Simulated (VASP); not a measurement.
# B (Cmcm) in VASP: a series of runs

The runs below take B through single point, with PBE.

Everything below comes from runs of VASP 6.6.1. Logs are shortened: lines on timing, memory, paths and dates and some standing lists are left out, and cuts for length are marked.

## 1. The cell of the first run

The structure is orthorhombic, space group Cmcm (No. 63). The conventional cell has a = 5.297 Å, b = 3.335 Å, c = 2.982 Å, α = 90.00°, β = 90.00°, γ = 90.00°. Within 2.3 Å of B (site symmetry m) lie 7 B at 1.74 to 1.90 Å.

The cell was generated, and may not be a known phase.

## 2. Single point, PBE

Contents of INCAR:

```
PREC = Accurate
ENCUT = 520
EDIFF = 1E-7
ISMEAR = 0
SIGMA = 0.1
LREAL = False
LASPH = True
NELM = 60
ALGO = Normal
ISIF = 2
LWAVE = False
LCHARG = False
GGA = PE
NBANDS = 14
```

Contents of KPOINTS:

```
regular mesh
0
Gamma
  6 6 6
```

Contents of POSCAR:

```
B
1.0
    2.6486011652     -1.6675840487      0.0000000000
    2.6486011652      1.6675840487      0.0000000000
    0.0000000000      0.0000000000      2.9821656349
B
4
Direct
    0.3139450351      0.0136202937      0.2500000000
    0.6860549649      0.9863797063      0.7500000000
    0.9863797063      0.6860549649      0.2500000000
    0.0136202937      0.3139450351      0.7500000000
```

Potentials or basis: VASP PAW PBE potentials, release 64 (B).

The run is started by

```
$ cat potpaw_PBE.64/B/POTCAR > POTCAR
$ mpirun -np 1 vasp_std > vasp.out
```

OUTCAR:

```text
PREC = Accurate
   ENCUT = 520
   EDIFF = 1E-7
   ISMEAR = 0
   LREAL = False
   LASPH = True
   NELM = 60
   ISIF = 2
   GGA = PE

 ion  position               nearest neighbor table
   1  0.314  0.014  0.250-   3 1.74   4 1.80   4 1.80   2 1.87   2 1.87   3 1.90   3 1.90
   2  0.686  0.986  0.750-   4 1.74   3 1.80   3 1.80   1 1.87   1 1.87   4 1.90   4 1.90
   3  0.986  0.686  0.250-   1 1.74   2 1.80   2 1.80   4 1.87   4 1.87   1 1.90   1 1.90
   4  0.014  0.314  0.750-   2 1.74   1 1.80   1 1.80   3 1.87   3 1.87   2 1.90   2 1.90

  LATTYP: Found a base centered orthorhombic cell.
 ALAT       =     3.3351680974
 B/A-ratio  =     1.5882864598
 C/A-ratio  =     0.8941575200

  Lattice vectors:

 A1 = (  -2.6486011652,  -1.6675840487,   0.0000000000)
 A2 = (   2.6486011652,  -1.6675840487,   0.0000000000)
 A3 = (   0.0000000000,   0.0000000000,   2.9821656349)

Analysis of symmetry for initial positions (statically):
=====================================================================
 Subroutine PRICEL returns:
 Original cell was already a primitive cell.

 Routine SETGRP: Setting up the symmetry group for a
 base centered orthorhombic supercell.

 Subroutine GETGRP returns: Found  8 space group operations
 (whereof  4 operations were pure point group operations)
 out of a pool of  8 trial point group operations.

The static configuration has the point symmetry C_2h.
 The point group associated with its full space group is D_2h.

Analysis of symmetry for dynamics (positions and initial velocities):
=====================================================================
 Subroutine PRICEL returns:
 Original cell was already a primitive cell.

 Routine SETGRP: Setting up the symmetry group for a
 base centered orthorhombic supercell.

 Subroutine GETGRP returns: Found  8 space group operations
 (whereof  4 operations were pure point group operations)
 out of a pool of  8 trial point group operations.

The dynamic configuration has the point symmetry C_2h.
 The point group associated with its full space group is D_2h.

 Subroutine INISYM returns: Found  8 space group operations
 (whereof  4 operations are pure point group operations),
 and found     1 'primitive' translations

----------------------------------------------------------------------------------------

                                     Primitive cell

  volume of cell :      26.3430

  direct lattice vectors                    reciprocal lattice vectors
     2.648601165 -1.667584049  0.000000000     0.188778895 -0.299834962  0.000000000
     2.648601165  1.667584049  0.000000000     0.188778895  0.299834962  0.000000000
     0.000000000  0.000000000  2.982165635     0.000000000  0.000000000  0.335326780

  length of vectors
     3.129844196  3.129844196  2.982165635     0.354314092  0.354314092  0.335326780

  position of ions in fractional coordinates (direct lattice)
     0.313945035  0.013620294  0.250000000
     0.686054965  0.986379706  0.750000000
     0.986379706  0.686054965  0.250000000
     0.013620294  0.313945035  0.750000000

  ion indices of the primitive-cell ions
   primitive index   ion index
                 1           1
                 2           2
                 3           3
                 4           4

----------------------------------------------------------------------------------------

 KPOINTS: regular mesh

Automatic generation of k-mesh.
 Grid dimensions read from file:
 generate k-points for:    6    6    6

 Generating k-lattice:

  Cartesian coordinates                     Fractional coordinates (reciprocal lattice)
     0.031463149 -0.049972494  0.000000000     0.166666667  0.000000000  0.000000000
     0.031463149  0.049972494  0.000000000     0.000000000  0.166666667  0.000000000
     0.000000000  0.000000000  0.055887797     0.000000000  0.000000000  0.166666667

  Length of vectors
     0.059052349  0.059052349  0.055887797

  Shift w.r.t. Gamma in fractional coordinates (k-lattice)
     0.000000000  0.000000000  0.000000000

 Subroutine IBZKPT returns following result:
 ===========================================

 Found     52 irreducible k-points:

 Following reciprocal coordinates:
            Coordinates               Weight
  0.000000  0.000000  0.000000      1.000000
  0.166667  0.000000  0.000000      4.000000
  0.333333  0.000000  0.000000      4.000000
  0.500000 -0.000000  0.000000      2.000000
  0.166667  0.166667  0.000000      2.000000
  0.333333  0.166667  0.000000      4.000000
[... 16 lines left out ...]
  0.333333  0.333333  0.166667      4.000000
  0.500000  0.333333  0.166667      8.000000
 [... further k-points ...]
   k-points           NKPTS =     52   k-points in BZ     NKDIM =     52   number of bands    NBANDS=     14
   number of dos      NEDOS =    301   number of ions     NIONS =      4
   total plane-waves  NPLWV =  13824
   dimension x,y,z NGX =    24 NGY =   24 NGZ =   24
   dimension x,y,z NGXF=    48 NGYF=   48 NGZF=   48
   ions per type =               4
   NGX,Y,Z   is equivalent  to a cutoff of  12.75, 12.75, 13.38 a.u.
   NGXF,Y,Z  is equivalent  to a cutoff of  25.50, 25.50, 26.76 a.u.
 SYSTEM =  unknown system
   PREC   = accura    normal or accurate (medium, high low for compatibility)
   ISTART =      0    job   : 0-new  1-cont  2-samecut
   ICHARG =      2    charge: 1-file 2-atom 10-const
   ISPIN  =      1    spin polarized calculation?
   LNONCOLLINEAR =      F non collinear calculations
   LSORBIT =      F    spin-orbit coupling
   LASPH  =      T    aspherical Exc in radial PAW
   ENCUT  =  520.0 eV  38.22 Ry    6.18 a.u.   5.82  5.82  5.54*2*pi/ulx,y,z
   NELM   =     60;   NELMIN=  2; NELMDL= -5     # of ELM steps
   EDIFF  = 0.1E-06   stopping-criterion for ELM
   LREAL  =      F    real-space projection
   EDIFFG = 0.1E-05   stopping-criterion for IOM
   NSW    =      0    number of steps for IOM
   IBRION =     -1    ionic relax: 0-MD 1-quasi-New 2-CG
   NFREE  =      0    steps in history (QN), initial steepest desc. (CG)
   ISIF   =      2    stress and relaxation
   ISYM   =      2    0-nonsym 1-usesym 2-fastsym
   POTIM  = 0.5000    time-step for ionic-motion
   TEBEG  =    0.0;   TEEND  =   0.0 temperature during run
   PSTRESS=    0.0 pullay stress
   NELECT =      12.0000    total number of electrons
   NUPDOWN=      -1.0000    fix difference up-down
   EMIN   =  10.00;   EMAX   =-10.00  energy-range for DOS
   EFERMI =   0.00;   METHOD = LEGACY
   ISMEAR =     0;   SIGMA  =   0.10  broadening in eV -4-tet -1-fermi 0-gaus
   EFERMI_NEDOS =   21; number of points for ismear=-14 and -15
   IALGO  =     38    algorithm
   IMIX   =      4    mixing-type and parameters
     AMIX     =   0.40;   BMIX     =  1.00
     AMIX_MAG =   1.60;   BMIX_MAG =  1.00
  volume/ion in A,a.u.               =       6.59        44.44
  Fermi-wavevector in a.u.,A,eV,Ry     =   1.259640  2.380375 21.588280  1.586694
  Thomas-Fermi vector in A             =   2.393190
   LORBIT       =      0    0 simple, 1 ext, 2 COOP (PROOUT), +10 PAW based schemes
   GGA     = PE    functional components
   LHFCALC =     F    Hartree Fock is set to
   AEXX    =    0.0000 exact exchange contribution
   IVDW    =     0    specifies the selected vdW correction
   LEPSILON=     F    determine dielectric tensor
   LRPA    =     F    only Hartree local field effects (RPA)
 non-spin polarized calculation
 Gauss-broadening in eV      SIGMA  =   0.10
  energy-cutoff  :      520.00
  volume of cell :       26.34
 maximum number of plane-waves:       724
   NGX = 11   NGY = 11   NGZ = 11

 number of electron      12.0000000 magnetization

 Free energy of the ion-electron system (eV)
  ---------------------------------------------------
  ext. energy  EPLUGINS =         0.00000000
  ---------------------------------------------------
  free energy    TOTEN  =       -25.71930891 eV

  energy without entropy =      -25.71846404  energy(sigma->0) =      -25.71888648

 E-fermi :   8.2826     XC(G=0): -12.1873

 val. band max:        8.2708662618   @ k =   0.5000   0.5000   0.0000
 cond. band min:       8.3318613225   @ k =   0.3333   0.3333   0.0000
 fundamental gap:      0.0609950608
 Fermi energy:         8.2826263363

 k-point     1 :       0.0000    0.0000    0.0000
  band No.  band energies     occupation
      1      -9.1967      2.00000
      2       1.0590      2.00000
      3       3.0214      2.00000
      4       3.8509      2.00000
      5       4.4725      2.00000
      6       6.7025      2.00000
      7       8.8692      0.00000
      8      10.9524      0.00000
      9      11.2594      0.00000
     10      13.8441      0.00000
     11      14.9356      0.00000
     12      17.5494      0.00000
     13      18.1419      0.00000
     14      21.5391      0.00000

 k-point     2 :       0.1667    0.0000    0.0000
  band No.  band energies     occupation
      1      -8.7988      2.00000
      2       0.3339      2.00000
      3       1.4866      2.00000
      4       3.0095      2.00000
      5       6.0382      2.00000
      6       7.2046      2.00000
      7       8.4592      0.01250
      8      11.1320      0.00000
      9      11.7179      0.00000
     10      13.9920      0.00000
     11      16.9239      0.00000
     12      17.4337      0.00000
     13      17.7592      0.00000
     14      20.3922      0.00000
[... 343 lines left out ...]
      1      -7.1123      2.00000
      2      -1.6234      2.00000
      3       0.8584      2.00000
      4       2.0467      2.00000
      5       2.4850      2.00000
      6       6.4073      2.00000
      7      11.3988      0.00000
      8      11.8495      0.00000
      9      13.0032      0.00000
     10      14.7701      0.00000
     11      15.2833      0.00000
     12      18.8497      0.00000
     13      20.5383      0.00000
     14      22.5310      0.00000

 k-point    24 :       0.5000    0.3333    0.1667
  band No.  band energies     occupation
      1      -5.9900      2.00000
      2      -3.0344      2.00000
      3      -0.5919      2.00000
      4       1.8460      2.00000
      5       4.1919      2.00000
      6       5.7294      2.00000
      7       9.9484      0.00000
      8      12.6472      0.00000
      9      13.2771      0.00000
     10      15.9201      0.00000
     11      16.3722      0.00000
     12      20.1761      0.00000
     13      21.2512      0.00000
     14      21.5959      0.00000

 [... further k-points ...]

------------------------ aborting loop because EDIFF is reached ----------------------------------------

  FORCE on cell =-STRESS in cart. coord.  units (eV):
  Direction    XX          YY          ZZ          XY          YZ          ZX
  --------------------------------------------------------------------------------------
  -------------------------------------------------------------------------------------
  Total        0.0058812     -0.0083154     -0.0032191      0.0000000     -0.0000000      0.0000000
  in kB        0.3576954     -0.5057382     -0.1957841      0.0000000     -0.0000000      0.0000000
  external PRESSURE =      -0.1146090 kB  Pullay stress =       0.0000000 kB

 VOLUME and BASIS-vectors are now :
 -----------------------------------------------------------------------------
  energy-cutoff  :      520.00
  volume of cell :       26.34
      direct lattice vectors                 reciprocal lattice vectors
     2.648601165 -1.667584049  0.000000000     0.188778895 -0.299834962  0.000000000
     2.648601165  1.667584049  0.000000000     0.188778895  0.299834962  0.000000000
     0.000000000  0.000000000  2.982165635     0.000000000  0.000000000  0.335326780

 POSITION                                       TOTAL-FORCE (eV/Angst)
 -----------------------------------------------------------------------------------
      0.86759     -0.50082      0.74554         0.004729     -0.001955      0.000000
      4.42961      0.50082      2.23662        -0.004729      0.001955      0.000000
      4.42961     -0.50082      0.74554        -0.004729     -0.001955      0.000000
      0.86759      0.50082      2.23662         0.004729      0.001955      0.000000
 -----------------------------------------------------------------------------------
    total drift:                                0.000000      0.000000     -0.000000

  FREE ENERGIE OF THE ION-ELECTRON SYSTEM (eV)
  ---------------------------------------------------
  free  energy   TOTEN  =       -25.7193089144 eV

  energy  without entropy=      -25.7184640372  energy(sigma->0) =      -25.71888648
```

Wall time 12 s (1 thread of Intel Xeon Platinum 8488C (Sapphire Rapids), shared host); peak memory 0.13 GiB.

Results:

| Property | Result |
| --- | --- |
| Free energy | -25.7193 eV |
| Pressure | 0.0 GPa |
| Largest force | 0.005 eV/Å |
| Band gap on the k mesh | zero (bands 6 and 7 overlap by 0.40 eV) |

Forces in eV/Å, atoms in the order of the input:
```
B    0.005 -0.002  0.000
B   -0.005  0.002  0.000
B   -0.005 -0.002  0.000
B    0.005  0.002  0.000
```

Levels at points of the mesh, in eV from the Fermi level:
```
           k point  band 2  band 3  band 4  band 5  band 6  band 7  band 8  band 9  band 10  band 11
(0.00, 0.00, 0.00)   -7.22   -5.26   -4.43   -3.81   -1.58    0.59    2.67    2.98     5.56     6.65
(0.50, 0.00, 0.00)  -13.31   -6.70   -4.23   -3.21   -2.28    0.75    1.25    7.32     8.53     9.49
(0.50, 0.50, 0.00)  -12.33   -7.09   -6.32   -4.71   -0.01    0.46    2.53    4.49     8.61     9.01
(0.00, 0.00, 0.50)  -14.26   -4.13   -4.13   -1.73   -1.73    3.06    3.06    3.29     3.29     6.51
(0.50, 0.00, 0.50)  -11.41  -10.03  -10.03   -4.17   -4.17    3.10    3.10   10.04    10.04    11.29
(0.50, 0.50, 0.50)  -11.31   -9.14   -9.14   -5.43   -5.43    1.07    1.07   10.58    10.58    11.80
```

Caveat: the k points lie up to 0.37 Å⁻¹ apart.

## 3. Single point, PBE

This run uses another cell than the first one, of 8.44 Å³/atom.

Contents of INCAR:

```
SYSTEM = B
ALGO = Normal
EDIFF = 1E-7
ENCUT = 520
GGA = PE
ISIF = 2
ISMEAR = 0
LASPH = .TRUE.
LCHARG = .FALSE.
LREAL = .FALSE.
LWAVE = .FALSE.
NBANDS = 14
NELM = 100
PREC = Accurate
SIGMA = 0.1
```

Contents of KPOINTS:

```
k-points
0
G
  6 6 6
  0 0 0
```

Contents of POSCAR:

```
B
1.0
    2.4327478100     -2.2788968000      0.0000000000
    2.4327478100      2.2788968000      0.0000000000
    0.0000000000      0.0000000000      3.0451791500
B
4
Direct
    0.2627806100      0.1435058100      0.2500000000
    0.7372193900      0.8564941900      0.7500000000
    0.8564941900      0.7372193900      0.2500000000
    0.1435058100      0.2627806100      0.7500000000
```

Potentials or basis: VASP PAW PBE potentials, release 64 (B).

The run is started by

```
$ cat potpaw_PBE.64/B/POTCAR > POTCAR
$ mpirun -np 1 vasp_std > vasp.out
```

Run time: 19 s. Hardware: 1 thread of Intel Xeon Platinum 8488C (Sapphire Rapids), shared host; peak memory 0.15 GiB.

Results (log left out):

* Free energy: -22.8787 eV
* Pressure: -3.2 GPa
* Largest force: 0.182 eV/Å
* Band gap on the k mesh: zero (bands 6 and 7 overlap by 2.50 eV)

Forces in eV/Å, atoms in the order of the input:
```
B   -0.174 -0.053  0.000
B    0.174  0.053  0.000
B    0.174 -0.053  0.000
B   -0.174  0.053  0.000
```

Stress tensor (GPa, compression positive):
```
  3.29   0.00   0.00
  0.00 -18.96   0.00
  0.00   0.00   6.00
```

Levels at points of the mesh, in eV from the Fermi level:
| k point | band 2 | band 3 | band 4 | band 5 | band 6 | band 7 | band 8 | band 9 | band 10 | band 11 |
| --- | --- | --- | --- | --- | --- | --- | --- | --- | --- | --- |
| (0.00, 0.00, 0.00) | -4.91 | -4.39 | -4.15 | -3.61 | 0.04 | 0.66 | 3.18 | 5.15 | 7.60 | 7.62 |
| (0.50, 0.00, 0.00) | -10.28 | -3.59 | -2.99 | -1.82 | -0.27 | 1.12 | 2.10 | 3.43 | 5.45 | 8.92 |
| (0.50, 0.50, 0.00) | -9.52 | -7.47 | -5.76 | -2.49 | -2.35 | 3.91 | 5.60 | 7.55 | 7.94 | 8.93 |
| (0.00, 0.00, 0.50) | -11.09 | -3.42 | -3.42 | -0.20 | -0.20 | 0.56 | 0.56 | 4.58 | 4.58 | 8.41 |
| (0.50, 0.00, 0.50) | -9.35 | -7.34 | -7.34 | -0.05 | -0.05 | 2.80 | 2.80 | 3.90 | 3.90 | 6.07 |
| (0.50, 0.50, 0.50) | -7.60 | -7.00 | -7.00 | -4.09 | -4.09 | -1.71 | -1.71 | 8.76 | 8.76 | 11.15 |

Caveat: the stress differs along the axes, from -19 to 6 GPa.

The gap in the log of VASP goes by the Fermi energy; the results here count the filled bands.